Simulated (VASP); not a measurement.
SiW2:

```xyz
3
Lattice="2.7466 0.0000 0.0000 -1.3733 2.3787 0.0000 0.0000 0.0000 7.8570" Properties=species:S:1:pos:R:3 pbc="T T T"
Si    0.0000    0.0000    0.0000
W     0.0000    0.0000    5.2366
W     0.0000    0.0000    2.6204
```

The cell was generated, and may not be a known phase.

- Program: VASP 6.6.1
- Task: relaxation of cell and atoms
- Functional: PBE
- Potentials or basis: VASP PAW PBE potentials, release 64 (Si, W_sv)
- Cutoff: 600 eV
- k mesh: 18 × 18 × 6
- Occupations: gaussian, width 0.1 eV
- Spin: no spin polarisation

At the start: pressure 0.4 GPa; volume 17.11 Å³/atom.

**Question.** Where does the relaxation end?

**Answer.** Over 7 steps the energy falls by 14.0 meV/atom and the volume is 17.08 Å³/atom (-0.2 %); space group P6/mmm (No. 191, to 0.1 Å) before and after.

Step by step:
| step | energy change (eV) | largest force (eV/Å) | pressure (GPa) | volume (Å³) |
| --- | --- | --- | --- | --- |
| 1 | 0.0000 | 0.2627 | 0.45 | 51.33 |
| 2 | -0.0378 | 0.2047 | -1.23 | 51.66 |
| 3 | -0.0378 | 0.2037 | -1.25 | 51.67 |
| 4 | -0.0379 | 0.0484 | 1.98 | 50.74 |
| 5 | -0.0409 | 0.1280 | 0.35 | 51.19 |
| 6 | -0.0417 | 0.0461 | -0.09 | 51.26 |
| 7 | -0.0419 | 0.0048 | 0.04 | 51.24 |

Final structure:
```cif
data_structure
_symmetry_space_group_name_H-M 'P 1'
_symmetry_Int_Tables_number 1
_cell_length_a 2.7798
_cell_length_b 2.7798
_cell_length_c 7.6565
_cell_angle_alpha 90.000
_cell_angle_beta 90.000
_cell_angle_gamma 120.000
_cell_volume 51.24
loop_
_atom_site_label
_atom_site_type_symbol
_atom_site_fract_x
_atom_site_fract_y
_atom_site_fract_z
_atom_site_occupancy
Si1 Si 0.00000 0.00000 0.00000 1
W1 W 0.00000 0.00000 0.66967 1
W2 W 0.00000 0.00000 0.33033 1
```
